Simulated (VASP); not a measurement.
# YV (Pm-3m) in VASP: a series of runs

Runs on YV. Level: PBE. Tasks: single point.

All numbers are computed with VASP 6.6.1; they aren't measurements. Logs are shortened: lines on timing, memory, paths and dates and some standing lists are left out, and cuts for length are marked.

### 1 The cell of the first run

It takes space group Pm-3m (No. 221, cubic). Conventional cell: a = 3.614 Å, b = 3.614 Å, c = 3.614 Å, α = 90.00°, β = 90.00°, γ = 90.00°. V (site symmetry m-3m) has 8 Y at 3.13 Å and 6 V at 3.61 Å within 4.1 Å. Within 4.1 Å of Y (site symmetry m-3m) lie 8 V at 3.13 Å and 6 Y at 3.61 Å.

### 2 Single point, PBE, collinear spin, ferromagnetic start

File INCAR:

```
ALGO = Fast
EDIFF = 1E-6
ENCUT = 520
GGA = PE
ISIF = 2
ISMEAR = 0
ISPIN = 2
LASPH = T
LCHARG = F
LMAXMIX = 4
LORBIT = 11
LREAL = F
LWAVE = F
MAGMOM = 2.85 0.26
NBANDS = 23
NELM = 150
PREC = Accurate
SIGMA = 0.1
```

File KPOINTS:

```
k-points
0
Gamma
  12 12 12
```

File POSCAR:

```
YV
1.0
    3.6142622652      0.0000000000      0.0000000000
    0.0000000000      3.6142622652      0.0000000000
    0.0000000000      0.0000000000      3.6142622652
V Y
1 1
Direct
    0.0000000000      0.0000000000      0.0000000000
    0.5000000000      0.5000000000      0.5000000000
```

Potentials or basis: VASP PAW PBE potentials, release 64 (V_sv, Y_sv).

Run with:

```bash
cat potpaw_PBE.64/V_sv/POTCAR potpaw_PBE.64/Y_sv/POTCAR > POTCAR
mpirun -np 1 vasp_std > vasp.out
```

OUTCAR:

```text
EDIFF = 1E-6
   ENCUT = 520
   GGA = PE
   ISIF = 2
   ISMEAR = 0
   ISPIN = 2
   LASPH = T
   LORBIT = 11
   LREAL = F
   NELM = 150
   PREC = Accurate

 ion  position               nearest neighbor table
   1  0.000  0.000  0.000-   2 3.13   2 3.13   2 3.13   2 3.13   2 3.13   2 3.13   2 3.13   2 3.13

   2  0.500  0.500  0.500-   1 3.13   1 3.13   1 3.13   1 3.13   1 3.13   1 3.13   1 3.13   1 3.13

  LATTYP: Found a simple cubic cell.
 ALAT       =     3.6142622652

  Lattice vectors:

 A1 = (   3.6142622652,   0.0000000000,   0.0000000000)
 A2 = (   0.0000000000,   3.6142622652,   0.0000000000)
 A3 = (   0.0000000000,   0.0000000000,   3.6142622652)

Analysis of symmetry for initial positions (statically):
=====================================================================
 Subroutine PRICEL returns:
 Original cell was already a primitive cell.

 Routine SETGRP: Setting up the symmetry group for a
 simple cubic supercell.

 Subroutine GETGRP returns: Found 48 space group operations
 (whereof 48 operations were pure point group operations)
 out of a pool of 48 trial point group operations.

The static configuration has the point symmetry O_h .

Analysis of symmetry for dynamics (positions and initial velocities):
=====================================================================
 Subroutine PRICEL returns:
 Original cell was already a primitive cell.

 Routine SETGRP: Setting up the symmetry group for a
 simple cubic supercell.

 Subroutine GETGRP returns: Found 48 space group operations
 (whereof 48 operations were pure point group operations)
 out of a pool of 48 trial point group operations.

The dynamic configuration has the point symmetry O_h .

Analysis of structural, dynamic, and magnetic symmetry:
=====================================================================
 Subroutine PRICEL returns:
 Original cell was already a primitive cell.

 Routine SETGRP: Setting up the symmetry group for a
 simple cubic supercell.

 Subroutine GETGRP returns: Found 48 space group operations
 (whereof 48 operations were pure point group operations)
 out of a pool of 48 trial point group operations.

The overall configuration has the point symmetry O_h .

 Subroutine INISYM returns: Found 48 space group operations
 (whereof 48 operations are pure point group operations),
 and found     1 'primitive' translations

----------------------------------------------------------------------------------------

[... 116 lines left out ...]
   LORBIT       =     11    0 simple, 1 ext, 2 COOP (PROOUT), +10 PAW based schemes
   GGA     = PE    functional components
   LHFCALC =     F    Hartree Fock is set to
   AEXX    =    0.0000 exact exchange contribution
   IVDW    =     0    specifies the selected vdW correction
   LEPSILON=     F    determine dielectric tensor
   LRPA    =     F    only Hartree local field effects (RPA)
 spin polarized calculation
 RMM-DIIS sequential band-by-band and
 Gauss-broadening in eV      SIGMA  =   0.10
  energy-cutoff  :      520.00
  volume of cell :       47.21
 maximum number of plane-waves:      1328
 NGX is ok and might be reduce to    28
   NGX = 13   NGY = 13   NGZ = 13

 number of electron      23.9999997 magnetization       3.4820159

 Free energy of the ion-electron system (eV)
  ---------------------------------------------------
  ext. energy  EPLUGINS =         0.00000000
  ---------------------------------------------------
  free energy    TOTEN  =       -14.53887279 eV

  energy without entropy =      -14.52538626  energy(sigma->0) =      -14.53212953

 E-fermi :   4.6426     XC(G=0): -10.4101

 val. band max:        4.6423392804   @ k =   0.4167   0.4167   0.1667
 cond. band min:       4.6437047318   @ k =   0.2500   0.0833   0.0833
 fundamental gap:      0.0013654514
 Fermi energy:         4.6425518812

 spin component 1

 k-point     1 :       0.0000    0.0000    0.0000
  band No.  band energies     occupation
      1     -59.8791      1.00000
      2     -37.3550      1.00000
      3     -33.7381      1.00000
      4     -33.7381      1.00000
      5     -33.7381      1.00000
      6     -17.2561      1.00000
[... 613 lines left out ...]
     22      14.4240      0.00000
     23      15.8194      0.00000

 [... further k-points ...]

 spin component 2

 k-point     1 :       0.0000    0.0000    0.0000
  band No.  band energies     occupation
      1     -57.5599      1.00000
      2     -37.2336      1.00000
      3     -31.4341      1.00000
      4     -31.4341      1.00000
      5     -31.4341      1.00000
      6     -17.1146      1.00000
[... 613 lines left out ...]
     22      15.2275      0.00000
     23      16.3316      0.00000

 [... further k-points ...]

------------------------ aborting loop because EDIFF is reached ----------------------------------------

  FORCE on cell =-STRESS in cart. coord.  units (eV):
  Direction    XX          YY          ZZ          XY          YZ          ZX
  --------------------------------------------------------------------------------------
  -------------------------------------------------------------------------------------
  Total       -0.0170575     -0.0170575     -0.0170575      0.0000000     -0.0000000      0.0000000
  in kB       -0.5788509     -0.5788509     -0.5788509      0.0000000     -0.0000000      0.0000000
  external PRESSURE =      -0.5788509 kB  Pullay stress =       0.0000000 kB

 VOLUME and BASIS-vectors are now :
 -----------------------------------------------------------------------------
  energy-cutoff  :      520.00
  volume of cell :       47.21
      direct lattice vectors                 reciprocal lattice vectors
     3.614262265  0.000000000  0.000000000     0.276681637  0.000000000  0.000000000
     0.000000000  3.614262265  0.000000000     0.000000000  0.276681637  0.000000000
     0.000000000  0.000000000  3.614262265     0.000000000  0.000000000  0.276681637

 POSITION                                       TOTAL-FORCE (eV/Angst)
 -----------------------------------------------------------------------------------
      0.00000      0.00000      0.00000         0.000000      0.000000      0.000000
      1.80713      1.80713      1.80713         0.000000      0.000000      0.000000
 -----------------------------------------------------------------------------------
    total drift:                               -0.000000      0.000000      0.000000

  FREE ENERGIE OF THE ION-ELECTRON SYSTEM (eV)
  ---------------------------------------------------
  free  energy   TOTEN  =       -14.5388727937 eV

  energy  without entropy=      -14.5253862581  energy(sigma->0) =      -14.53212953

 total charge

# of ion       s       p       d       f       tot
--------------------------------------------------
    1        2.281   6.092   3.002   0.000  11.375
    2        2.279   6.311   1.020   0.022   9.632
--------------------------------------------------
tot          4.560  12.403   4.021   0.022  21.006

 magnetization (x)

# of ion       s       p       d       f       tot
--------------------------------------------------
    1        0.027   0.052   2.365   0.000   2.443
    2       -0.013   0.146   0.214   0.015   0.361
--------------------------------------------------
tot          0.014   0.197   2.578   0.015   2.804
```

OSZICAR:

```text
N       E                     dE             d eps       ncg     rms          rms(c)
DAV:   1     0.184687274004E+03    0.18469E+03   -0.11712E+04  7736   0.104E+03
DAV:   2    -0.698461639882E+01   -0.19167E+03   -0.18635E+03  8666   0.320E+02
DAV:   3    -0.153161413485E+02   -0.83315E+01   -0.81924E+01 13812   0.561E+01
DAV:   4    -0.154972394050E+02   -0.18110E+00   -0.18084E+00  8719   0.535E+00
DAV:   5    -0.154987946991E+02   -0.15553E-02   -0.15552E-02  9565   0.515E-01    0.403E+01
RMM:   6    -0.169317689920E+02   -0.14330E+01   -0.98510E+00  8288   0.192E+01    0.209E+01
RMM:   7    -0.149597257098E+02    0.19720E+01   -0.32570E+00  7860   0.121E+01    0.198E+01
RMM:   8    -0.144926570699E+02    0.46707E+00   -0.80000E-01  8475   0.621E+00    0.469E+00
RMM:   9    -0.145403260946E+02   -0.47669E-01   -0.11170E-01  9370   0.201E+00    0.200E+00
RMM:  10    -0.145379719992E+02    0.23541E-02   -0.45487E-02  9677   0.119E+00    0.121E+00
RMM:  11    -0.145386494657E+02   -0.67747E-03   -0.12122E-02  9278   0.629E-01    0.470E-01
RMM:  12    -0.145388001760E+02   -0.15071E-03   -0.37070E-03  9338   0.392E-01    0.305E-01
RMM:  13    -0.145389103927E+02   -0.11022E-03   -0.70002E-04  9978   0.149E-01    0.147E-01
RMM:  14    -0.145388559528E+02    0.54440E-04   -0.23313E-04  9771   0.978E-02    0.183E-01
RMM:  15    -0.145388686821E+02   -0.12729E-04   -0.70717E-05  9727   0.603E-02    0.282E-02
RMM:  16    -0.145388728568E+02   -0.41747E-05   -0.18117E-05  9360   0.193E-02    0.107E-02
RMM:  17    -0.145388727937E+02    0.63152E-07   -0.39882E-06  7838   0.895E-03
   1 F= -.14538873E+02 E0= -.14532130E+02  d E =-.134865E-01  mag=     3.4827
```

Wall time 4.9 min (1 thread of Intel Xeon 8259CL, shared host); peak memory 0.3 GiB.

What came out:

| Quantity | Value |
| --- | --- |
| Free energy | -14.5389 eV |
| Pressure | -0.1 GPa |
| Net moment | 3.48 μB per cell |
| Site moments | V +2.44; Y +0.36 μB |
| Valence electrons inside the program's atomic spheres | V 11.38; Y 9.63 |

Levels at points of the mesh, in eV from the Fermi level:
Spin up:
```tsv
k point	band 10	band 11	band 12	band 13	band 14	band 15	band 16	band 17	band 18	band 19
(0.00, 0.00, 0.00)	-1.93	-1.93	-0.13	-0.13	-0.13	2.58	2.58	5.15	5.15	5.15
(0.50, 0.00, 0.00)	-2.51	-0.69	-0.26	-0.26	0.17	0.83	1.33	2.13	2.13	4.62
(0.50, 0.50, 0.00)	-2.27	-0.97	-0.97	0.83	0.83	1.07	1.26	2.81	4.57	4.57
(0.50, 0.50, 0.50)	-0.96	-0.96	-0.94	-0.94	-0.94	1.10	1.10	4.13	6.21	6.21
```
Spin down:
| k point | band 8 | band 9 | band 10 | band 11 | band 12 | band 13 |
| --- | --- | --- | --- | --- | --- | --- |
| (0.00, 0.00, 0.00) | -21.76 | -4.70 | -1.11 | -1.11 | 2.15 | 2.15 |
| (0.50, 0.00, 0.00) | -21.74 | -1.99 | -1.42 | 0.72 | 0.95 | 2.17 |
| (0.50, 0.50, 0.00) | -21.71 | -1.85 | -1.02 | 0.91 | 0.91 | 1.68 |
| (0.50, 0.50, 0.50) | -21.99 | -0.21 | -0.21 | -0.21 | 1.11 | 1.11 |

### 3 Single point, PBE, collinear spin, ferromagnetic start

File INCAR:

```
SYSTEM = YV
ALGO = Normal
EDIFF = 1E-6
ENCUT = 520
GGA = PE
ISIF = 2
ISMEAR = 0
ISPIN = 2
LASPH = .TRUE.
LCHARG = .TRUE.
LELF = .TRUE.
LMAXMIX = 4
LORBIT = 11
LREAL = .FALSE.
LVHAR = .TRUE.
LWAVE = .FALSE.
MAGMOM = 2 0
NBANDS = 23
NELM = 150
PREC = Accurate
SIGMA = 0.1
```

File KPOINTS:

```
k-points
0
G
  12 12 12
  0 0 0
```

POSCAR is that of step 2.

Potentials or basis: VASP PAW PBE potentials, release 64 (V_sv, Y_sv).

Run with:

```bash
cat potpaw_PBE.64/V_sv/POTCAR potpaw_PBE.64/Y_sv/POTCAR > POTCAR
mpirun -np 1 vasp_std > vasp.out
```

It took 3.8 min on 1 thread of Intel Xeon 8259CL, shared host; peak memory 0.3 GiB.

Results (log left out):

- Free energy: -14.5389 eV
- Pressure: 0.0 GPa
- Net moment: 3.48 μB per cell
- Site moments: V +2.44; Y +0.36 μB
- Valence electrons inside the program's atomic spheres: V 11.38; Y 9.63

Levels at points of the mesh, in eV from the Fermi level:
Spin up:
| k point | band 10 | band 11 | band 12 | band 13 | band 14 | band 15 | band 16 | band 17 | band 18 | band 19 |
| --- | --- | --- | --- | --- | --- | --- | --- | --- | --- | --- |
| (0.00, 0.00, 0.00) | -1.94 | -1.94 | -0.13 | -0.13 | -0.13 | 2.58 | 2.58 | 5.15 | 5.15 | 5.15 |
| (0.50, 0.00, 0.00) | -2.51 | -0.69 | -0.26 | -0.26 | 0.17 | 0.83 | 1.33 | 2.13 | 2.13 | 4.62 |
| (0.50, 0.50, 0.00) | -2.27 | -0.97 | -0.97 | 0.83 | 0.83 | 1.07 | 1.26 | 2.81 | 4.57 | 4.57 |
| (0.50, 0.50, 0.50) | -0.96 | -0.96 | -0.94 | -0.94 | -0.94 | 1.10 | 1.10 | 4.13 | 6.21 | 6.21 |
Spin down:
```
           k point  band 7  band 8  band 9  band 10  band 11  band 12  band 13  band 14
(0.00, 0.00, 0.00)  -21.76  -21.76   -4.70    -1.11    -1.11     2.15     2.15     2.15
(0.50, 0.00, 0.00)  -21.74  -21.74   -1.99    -1.42     0.72     0.95     2.17     2.17
(0.50, 0.50, 0.00)  -22.02  -21.71   -1.85    -1.02     0.91     0.91     1.68     1.68
(0.50, 0.50, 0.50)  -21.99  -21.99   -0.21    -0.21    -0.21     1.11     1.11     1.11
```

### 4 Single point, PBE, collinear spin, ferromagnetic start

File INCAR:

```
SYSTEM = YV
PREC = Accurate ; ENCUT = 520
EDIFF = 1E-6 ; ISMEAR = 0
SIGMA = 0.1 ; LREAL = .FALSE.
LASPH = .TRUE. ; NELM = 150
ALGO = Fast ; ISIF = 2
LWAVE = .FALSE. ; LCHARG = .FALSE.
ISPIN = 2 ; MAGMOM = 3.5 0
LORBIT = 11 ; LMAXMIX = 4
GGA = PE ; NBANDS = 23
```

File KPOINTS:

```
regular mesh
0
G
  12 12 12
  0 0 0
```

POSCAR is that of step 3.

Run with:

```bash
cat potpaw_PBE.64/V_sv/POTCAR potpaw_PBE.64/Y_sv/POTCAR > POTCAR
mpirun -np 1 vasp_std > vasp.out
```

Wall time 4.4 min (1 thread of Intel Xeon 8259CL, shared host); peak memory 0.3 GiB.

It converged, with:

```yaml
Free_energy: -14.5389 eV
Pressure: -0.1 GPa
Net_moment: 3.48 μB per cell
Site_moments: V +2.44; Y +0.36 μB
Valence_electrons_inside_the_program's_atomic_spheres: V 11.38; Y 9.63
```

Levels at points of the mesh, in eV from the Fermi level:
Spin up:
```csv
k point,band 10,band 11,band 12,band 13,band 14,band 15,band 16,band 17,band 18,band 19
"(0.00, 0.00, 0.00)",-1.93,-1.93,-0.13,-0.13,-0.13,2.58,2.58,5.15,5.15,5.15
"(0.50, 0.00, 0.00)",-2.51,-0.69,-0.26,-0.26,0.17,0.83,1.33,2.13,2.13,4.62
"(0.50, 0.50, 0.00)",-2.27,-0.97,-0.97,0.83,0.83,1.07,1.26,2.81,4.57,4.57
"(0.50, 0.50, 0.50)",-0.96,-0.96,-0.94,-0.94,-0.94,1.10,1.10,4.13,6.21,6.21
```
Spin down:
```tsv
k point	band 8	band 9	band 10	band 11	band 12	band 13
(0.00, 0.00, 0.00)	-21.76	-4.70	-1.11	-1.11	2.15	2.15
(0.50, 0.00, 0.00)	-21.74	-1.99	-1.42	0.72	0.95	2.17
(0.50, 0.50, 0.00)	-21.71	-1.85	-1.02	0.91	0.91	1.68
(0.50, 0.50, 0.50)	-21.99	-0.21	-0.21	-0.21	1.11	1.11
```
